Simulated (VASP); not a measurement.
# TeW (F-43m) in VASP: further runs

The runs below take TeW through single point, with PBE.

Everything below comes from runs of VASP 6.6.1. Logs are shortened: lines on timing, memory, paths and dates and some standing lists are left out, and cuts for length are marked.

## 1. The cell of the first run

The structure is cubic, space group F-43m (No. 216). The conventional cell has a = 6.119 Å, b = 6.119 Å, c = 6.119 Å, α = 90.00°, β = 90.00°, γ = 90.00°. Within 3.5 Å of Te (site symmetry -43m) lie 4 W at 2.65 Å. W (site symmetry -43m) has 4 Te at 2.65 Å within 3.5 Å.

The cell was built from a structure type or drawn by symmetry, and may not be a known phase.

## 2. Single point, PBE

Input file INCAR:

```
PREC = Accurate
ENCUT = 500
EDIFF = 1E-6
ISMEAR = 0
SIGMA = 0.2
LREAL = F
LASPH = T
NELM = 120
ALGO = Normal
ISIF = 2
LWAVE = F
LCHARG = T
GGA = PE
LELF = T
LVHAR = T
NBANDS = 17
GGA_COMPAT = F
```

Input file KPOINTS:

```
Automatic mesh
0
Gamma
  6 6 6
```

Input file POSCAR:

```
TeW
1.0
    0.0000000000      3.0592529439      3.0592529439
    3.0592529439      0.0000000000      3.0592529439
    3.0592529439      3.0592529439      0.0000000000
Te W
1 1
Direct
    0.7500000000      0.7500000000      0.7500000000
    0.0000000000      0.0000000000      0.0000000000
```

Potentials or basis: VASP PAW PBE potentials, release 64 (Te, W_sv).

Started as:

```bash
$ cat potpaw_PBE.64/Te/POTCAR potpaw_PBE.64/W_sv/POTCAR > POTCAR
$ mpirun -np 1 vasp_std > vasp.out
```

OUTCAR:

```text
PREC = Accurate
   ENCUT = 500
   EDIFF = 1E-6
   ISMEAR = 0
   LREAL = F
   LASPH = T
   NELM = 120
   ISIF = 2
   GGA = PE

 ion  position               nearest neighbor table
   1  0.750  0.750  0.750-   2 2.65   2 2.65   2 2.65   2 2.65
   2  0.000  0.000  0.000-   1 2.65   1 2.65   1 2.65   1 2.65

  LATTYP: Found a face centered cubic cell.
 ALAT       =     6.1185058878

  Lattice vectors:

 A1 = (   0.0000000000,   3.0592529439,   3.0592529439)
 A2 = (   3.0592529439,   0.0000000000,   3.0592529439)
 A3 = (   3.0592529439,   3.0592529439,   0.0000000000)

Analysis of symmetry for initial positions (statically):
=====================================================================
 Subroutine PRICEL returns:
 Original cell was already a primitive cell.

 Routine SETGRP: Setting up the symmetry group for a
 face centered cubic supercell.

 Subroutine GETGRP returns: Found 24 space group operations
 (whereof 24 operations were pure point group operations)
 out of a pool of 48 trial point group operations.

The static configuration has the point symmetry T_d .

Analysis of symmetry for dynamics (positions and initial velocities):
=====================================================================
 Subroutine PRICEL returns:
 Original cell was already a primitive cell.

 Routine SETGRP: Setting up the symmetry group for a
 face centered cubic supercell.

 Subroutine GETGRP returns: Found 24 space group operations
 (whereof 24 operations were pure point group operations)
 out of a pool of 48 trial point group operations.

The dynamic configuration has the point symmetry T_d .

 Subroutine INISYM returns: Found 24 space group operations
 (whereof 24 operations are pure point group operations),
 and found     1 'primitive' translations

----------------------------------------------------------------------------------------

                                     Primitive cell

  volume of cell :      57.2633

  direct lattice vectors                    reciprocal lattice vectors
     0.000000000  3.059252944  3.059252944    -0.163438594  0.163438594  0.163438594
     3.059252944  0.000000000  3.059252944     0.163438594 -0.163438594  0.163438594
     3.059252944  3.059252944  0.000000000     0.163438594  0.163438594 -0.163438594

  length of vectors
     4.326437004  4.326437004  4.326437004     0.283083949  0.283083949  0.283083949

  position of ions in fractional coordinates (direct lattice)
     0.750000000  0.750000000  0.750000000
     0.000000000  0.000000000  0.000000000

  ion indices of the primitive-cell ions
   primitive index   ion index
                 1           1
                 2           2

----------------------------------------------------------------------------------------

 KPOINTS: Automatic mesh

Automatic generation of k-mesh.
 Grid dimensions read from file:
 generate k-points for:    6    6    6

 Generating k-lattice:

  Cartesian coordinates                     Fractional coordinates (reciprocal lattice)
    -0.027239766  0.027239766  0.027239766     0.166666667  0.000000000  0.000000000
     0.027239766 -0.027239766  0.027239766     0.000000000  0.166666667  0.000000000
     0.027239766  0.027239766 -0.027239766     0.000000000  0.000000000  0.166666667

  Length of vectors
     0.047180658  0.047180658  0.047180658

  Shift w.r.t. Gamma in fractional coordinates (k-lattice)
     0.000000000  0.000000000  0.000000000

 Subroutine IBZKPT returns following result:
 ===========================================

 Found     16 irreducible k-points:

 Following reciprocal coordinates:
            Coordinates               Weight
  0.000000  0.000000  0.000000      1.000000
  0.166667  0.000000  0.000000      8.000000
  0.333333  0.000000  0.000000      8.000000
  0.500000  0.000000  0.000000      4.000000
  0.166667  0.166667  0.000000      6.000000
  0.333333  0.166667  0.000000     24.000000
[... 8 lines left out ...]
 -0.333333  0.333333  0.166667     24.000000
 -0.333333  0.500000  0.166667     12.000000
   k-points           NKPTS =     16   k-points in BZ     NKDIM =     16   number of bands    NBANDS=     17
   number of dos      NEDOS =    301   number of ions     NIONS =      2
   total plane-waves  NPLWV =  32768
   dimension x,y,z NGX =    32 NGY =   32 NGZ =   32
   dimension x,y,z NGXF=    64 NGYF=   64 NGZF=   64
   ions per type =               1   1
   NGX,Y,Z   is equivalent  to a cutoff of  12.30, 12.30, 12.30 a.u.
   NGXF,Y,Z  is equivalent  to a cutoff of  24.59, 24.59, 24.59 a.u.
 SYSTEM =  unknown system
   PREC   = accura    normal or accurate (medium, high low for compatibility)
   ISTART =      0    job   : 0-new  1-cont  2-samecut
   ICHARG =      2    charge: 1-file 2-atom 10-const
   ISPIN  =      1    spin polarized calculation?
   LNONCOLLINEAR =      F non collinear calculations
   LSORBIT =      F    spin-orbit coupling
   LASPH  =      T    aspherical Exc in radial PAW
   ENCUT  =  500.0 eV  36.75 Ry    6.06 a.u.   7.89  7.89  7.89*2*pi/ulx,y,z
   NELM   =    120;   NELMIN=  2; NELMDL= -5     # of ELM steps
   EDIFF  = 0.1E-05   stopping-criterion for ELM
   LREAL  =      F    real-space projection
   EDIFFG = 0.1E-04   stopping-criterion for IOM
   NSW    =      0    number of steps for IOM
   IBRION =     -1    ionic relax: 0-MD 1-quasi-New 2-CG
   NFREE  =      0    steps in history (QN), initial steepest desc. (CG)
   ISIF   =      2    stress and relaxation
   ISYM   =      2    0-nonsym 1-usesym 2-fastsym
   POTIM  = 0.5000    time-step for ionic-motion
   TEBEG  =    0.0;   TEEND  =   0.0 temperature during run
   PSTRESS=    0.0 pullay stress
   NELECT =      20.0000    total number of electrons
   NUPDOWN=      -1.0000    fix difference up-down
   EMIN   =  10.00;   EMAX   =-10.00  energy-range for DOS
   EFERMI =   0.00;   METHOD = LEGACY
   ISMEAR =     0;   SIGMA  =   0.20  broadening in eV -4-tet -1-fermi 0-gaus
   EFERMI_NEDOS =   21; number of points for ismear=-14 and -15
   IALGO  =     38    algorithm
   IMIX   =      4    mixing-type and parameters
     AMIX     =   0.40;   BMIX     =  1.00
     AMIX_MAG =   1.60;   BMIX_MAG =  1.00
  volume/ion in A,a.u.               =      28.63       193.22
  Fermi-wavevector in a.u.,A,eV,Ry     =   1.152903  2.178671 18.084665  1.329185
  Thomas-Fermi vector in A             =   2.289551
   LORBIT       =      0    0 simple, 1 ext, 2 COOP (PROOUT), +10 PAW based schemes
   GGA     = PE    functional components
   LHFCALC =     F    Hartree Fock is set to
   AEXX    =    0.0000 exact exchange contribution
   IVDW    =     0    specifies the selected vdW correction
   LEPSILON=     F    determine dielectric tensor
   LRPA    =     F    only Hartree local field effects (RPA)
 non-spin polarized calculation
 Gauss-broadening in eV      SIGMA  =   0.20
  energy-cutoff  :      500.00
  volume of cell :       57.26
 maximum number of plane-waves:      1464
   NGX = 15   NGY = 15   NGZ = 15

 number of electron      20.0000001 magnetization

 Free energy of the ion-electron system (eV)
  ---------------------------------------------------
  ext. energy  EPLUGINS =         0.00000000
  ---------------------------------------------------
  free energy    TOTEN  =       -13.14932703 eV

  energy without entropy =      -13.05855178  energy(sigma->0) =      -13.10393941

 E-fermi :   6.1872     XC(G=0):  -9.8585

 val. band max:        6.1747648789   @ k =   0.5000   0.1667   0.0000
 cond. band min:       6.2867816051   @ k =  -0.3333   0.3333   0.1667
 fundamental gap:      0.1120167262
 Fermi energy:         6.1871968690

 k-point     1 :       0.0000    0.0000    0.0000
  band No.  band energies     occupation
      1     -67.5721      2.00000
      2     -31.8324      2.00000
      3     -31.8324      2.00000
      4     -31.8324      2.00000
      5      -6.6049      2.00000
      6       2.2329      2.00000
[... 9 lines left out ...]
     16      12.1427      0.00000
     17      12.1427      0.00000

 k-point     2 :       0.1667    0.0000    0.0000
  band No.  band energies     occupation
      1     -67.5720      2.00000
      2     -31.8372      2.00000
      3     -31.8331      2.00000
      4     -31.8331      2.00000
      5      -6.4167      2.00000
      6       1.7924      2.00000
[... 9 lines left out ...]
     16      12.5983      0.00000
     17      12.5983      0.00000

 k-point     3 :       0.3333    0.0000    0.0000
  band No.  band energies     occupation
      1     -67.5718      2.00000
      2     -31.8467      2.00000
      3     -31.8346      2.00000
      4     -31.8346      2.00000
      5      -6.0023      2.00000
      6       1.1190      2.00000
[... 9 lines left out ...]
     16      13.5400      0.00000
     17      13.5400      0.00000

 k-point     4 :       0.5000    0.0000    0.0000
  band No.  band energies     occupation
      1     -67.5717      2.00000
      2     -31.8515      2.00000
      3     -31.8354      2.00000
      4     -31.8354      2.00000
      5      -5.7712      2.00000
      6       0.8399      2.00000
[... 9 lines left out ...]
     16      13.9627      0.00000
     17      14.2800      0.00000
[... 183 lines left out ...]
      1     -67.5717      2.00000
      2     -31.8481      2.00000
      3     -31.8394      2.00000
      4     -31.8368      2.00000
      5      -5.7098      2.00000
      6       1.0386      2.00000
[... 9 lines left out ...]
     16      12.9809      0.00000
     17      15.6079      0.00000

 k-point    15 :      -0.3333    0.3333    0.1667
  band No.  band energies     occupation
      1     -67.5716      2.00000
      2     -31.8497      2.00000
      3     -31.8410      2.00000
      4     -31.8378      2.00000
      5      -5.5504      2.00000
      6       1.1868      2.00000
[... 9 lines left out ...]
     16      13.3625      0.00000
     17      15.1201      0.00000

 k-point    16 :      -0.3333    0.5000    0.1667
  band No.  band energies     occupation
      1     -67.5716      2.00000
      2     -31.8503      2.00000
      3     -31.8409      2.00000
      4     -31.8393      2.00000
      5      -5.4717      2.00000
      6       0.9124      2.00000
[... 9 lines left out ...]
     16      14.2699      0.00000
     17      14.5163      0.00000

------------------------ aborting loop because EDIFF is reached ----------------------------------------

  FORCE on cell =-STRESS in cart. coord.  units (eV):
  Direction    XX          YY          ZZ          XY          YZ          ZX
  --------------------------------------------------------------------------------------
  -------------------------------------------------------------------------------------
  Total       -0.2780255     -0.2780255     -0.2780255      0.0000000      0.0000000     -0.0000000
  in kB       -7.7789145     -7.7789145     -7.7789145      0.0000000      0.0000000     -0.0000000
  external PRESSURE =      -7.7789145 kB  Pullay stress =       0.0000000 kB

 VOLUME and BASIS-vectors are now :
 -----------------------------------------------------------------------------
  energy-cutoff  :      500.00
  volume of cell :       57.26
      direct lattice vectors                 reciprocal lattice vectors
     0.000000000  3.059252944  3.059252944    -0.163438594  0.163438594  0.163438594
     3.059252944  0.000000000  3.059252944     0.163438594 -0.163438594  0.163438594
     3.059252944  3.059252944  0.000000000     0.163438594  0.163438594 -0.163438594

 POSITION                                       TOTAL-FORCE (eV/Angst)
 -----------------------------------------------------------------------------------
      4.58888      4.58888      4.58888         0.000000      0.000000      0.000000
      0.00000      0.00000      0.00000        -0.000000     -0.000000     -0.000000
 -----------------------------------------------------------------------------------
    total drift:                                0.000000      0.000000     -0.000000

  FREE ENERGIE OF THE ION-ELECTRON SYSTEM (eV)
  ---------------------------------------------------
  free  energy   TOTEN  =       -13.1493270345 eV

  energy  without entropy=      -13.0585517791  energy(sigma->0) =      -13.10393941
```

Wall time 10 s (1 thread of Intel Xeon Platinum 8259CL at 2.50GHz (Skylake/Cascade Lake), shared host); peak memory 0.18 GiB.

Results:

* Free energy: -13.1493 eV
* Pressure: -0.8 GPa
* Band gap on the k mesh: zero (bands 10 and 11 overlap by 0.17 eV)

Levels at points of the mesh, in eV from the Fermi level:
```tsv
k point	band 6	band 7	band 8	band 9	band 10	band 11	band 12	band 13	band 14	band 15
(0.00, 0.00, 0.00)	-3.95	-3.95	-3.95	-0.27	-0.27	1.52	4.56	4.56	4.56	5.96
(0.50, 0.00, 0.00)	-5.35	-3.66	-3.66	-0.16	-0.04	-0.04	2.26	2.26	3.30	7.78
(0.50, 0.50, 0.00)	-5.69	-3.17	-3.17	-1.15	-0.49	0.29	0.76	0.76	5.71	6.01
```

Caveat: spin-orbit coupling is left out, which moves the levels of the heavy elements.

## 3. Single point, PBE

This run uses another cell than the first one, of 28.52 Å³/atom.

Input file INCAR:

```
SYSTEM = TeW
ALGO     = Normal         ! electronic algorithm
EDIFF    = 1E-6           ! SCF threshold, eV
ENCUT    = 500            ! plane-wave cutoff, eV
GGA      = PE             ! functional
GGA_COMPAT= .FALSE.      
ISIF     = 2              ! what is computed and relaxed
ISMEAR   = 0              ! smearing method
LASPH    = .TRUE.         ! aspherical terms in the spheres
LCHARG   = .FALSE.        ! write CHGCAR
LREAL    = .FALSE.        ! projectors in reciprocal space
LWAVE    = .FALSE.        ! write WAVECAR
NBANDS   = 17             ! bands
NELM     = 120            ! most SCF steps
PREC     = Accurate       ! precision mode
SIGMA    = 0.2            ! smearing width, eV
```

Input file KPOINTS:

```
k-points
0
G
  6 6 6
  0 0 0
```

Input file POSCAR:

```
TeW
1.0
    0.0000000000      3.0552687050      3.0552687050
    3.0552687050      0.0000000000      3.0552687050
    3.0552687050      3.0552687050      0.0000000000
Te W
1 1
Direct
    0.0000000000      0.0000000000      0.0000000000
    0.2500000000      0.2500000000      0.2500000000
```

Potentials or basis: VASP PAW PBE potentials, release 64 (Te, W_sv).

Started as:

```bash
$ cat potpaw_PBE.64/Te/POTCAR potpaw_PBE.64/W_sv/POTCAR > POTCAR
$ mpirun -np 1 vasp_std > vasp.out
```

It took 9.6 s on 1 thread of Intel Xeon Platinum 8259CL at 2.50GHz (Skylake/Cascade Lake), shared host; peak memory 0.18 GiB.

It converged, with:

| Property | Result |
| --- | --- |
| Free energy | -13.1501 eV |
| Pressure | -0.4 GPa |
| Band gap on the k mesh | zero (bands 10 and 11 overlap by 0.17 eV) |

Levels at points of the mesh, in eV from the Fermi level:
```csv
k point,band 7,band 8,band 9,band 10,band 11,band 12,band 13,band 14
"(0.00, 0.00, 0.00)",-3.96,-3.96,-0.28,-0.28,1.54,4.59,4.59,4.59
"(0.50, 0.00, 0.00)",-3.67,-3.67,-0.16,-0.04,-0.04,2.27,2.27,3.31
"(0.50, 0.50, 0.00)",-3.18,-3.18,-1.16,-0.48,0.29,0.76,0.76,5.74
```

Caveat: spin-orbit coupling is left out, which moves the levels of the heavy elements.

## 4. Single point, PBE

This run uses another cell than the first one, of 28.50 Å³/atom.

Input file INCAR:

```
SYSTEM = TeW
PREC = Accurate
ENCUT = 500
EDIFF = 1E-6
ISMEAR = 0
SIGMA = 0.2
LREAL = .FALSE.
LASPH = .TRUE.
NELM = 120
ALGO = Normal
ISIF = 2
LWAVE = .FALSE.
LCHARG = .FALSE.
GGA = PE
NBANDS = 17
GGA_COMPAT = .FALSE.
```

Input file KPOINTS:

```
Automatic mesh
0
G
  6 6 6
  0 0 0
```

Input file POSCAR:

```
TeW
1.0
    0.0000000000      3.0547080442      3.0547080442
    3.0547080442      0.0000000000      3.0547080442
    3.0547080442      3.0547080442      0.0000000000
Te W
1 1
Direct
    0.2500000000      0.2500000000      0.2500000000
    0.0000000000      0.0000000000      0.0000000000
```

Started as:

```bash
$ cat potpaw_PBE.64/Te/POTCAR potpaw_PBE.64/W_sv/POTCAR > POTCAR
$ mpirun -np 1 vasp_std > vasp.out
```

Run time: 9.7 s. Hardware: 1 thread of Intel Xeon Platinum 8259CL at 2.50GHz (Skylake/Cascade Lake), shared host; peak memory 0.18 GiB.

Results (log left out):

```yaml
Free_energy: -13.1502 eV
Pressure: -0.4 GPa
Band_gap_on_the_k_mesh: zero (bands 10 and 11 overlap by 0.17 eV)
```

Levels at points of the mesh, in eV from the Fermi level:
| k point | band 8 | band 9 | band 10 | band 11 | band 12 | band 13 |
| --- | --- | --- | --- | --- | --- | --- |
| (0.00, 0.00, 0.00) | -3.97 | -0.28 | -0.28 | 1.54 | 4.59 | 4.59 |
| (0.50, 0.00, 0.00) | -3.67 | -0.16 | -0.04 | -0.04 | 2.27 | 2.27 |
| (0.50, 0.50, 0.00) | -3.18 | -1.16 | -0.48 | 0.29 | 0.76 | 0.76 |

Caveat: spin-orbit coupling is left out, which moves the levels of the heavy elements.

## 5. Overview

| cell | gap on the mesh (eV) | pressure (GPa) |
| --- | --- | --- |
| a = 4.326 Å, angles 60.0°, 2 atoms | none | -0.8 |
| a = 4.321 Å, angles 60.0°, 2 atoms | none | -0.4 |
| a = 4.320 Å, angles 60.0°, 2 atoms | none | -0.4 |

Alike in all rows: task single point; level PBE; potentials or basis VASP PAW PBE potentials, release 64 (Te, W_sv); no spin polarisation; k mesh 6 × 6 × 6; cutoff (eV) 500; smearing gaussian 0.2 eV.

Caveats: spin-orbit coupling is left out, which moves the levels of the heavy elements.

Absolute energies hang on the potentials; compare differences alone.
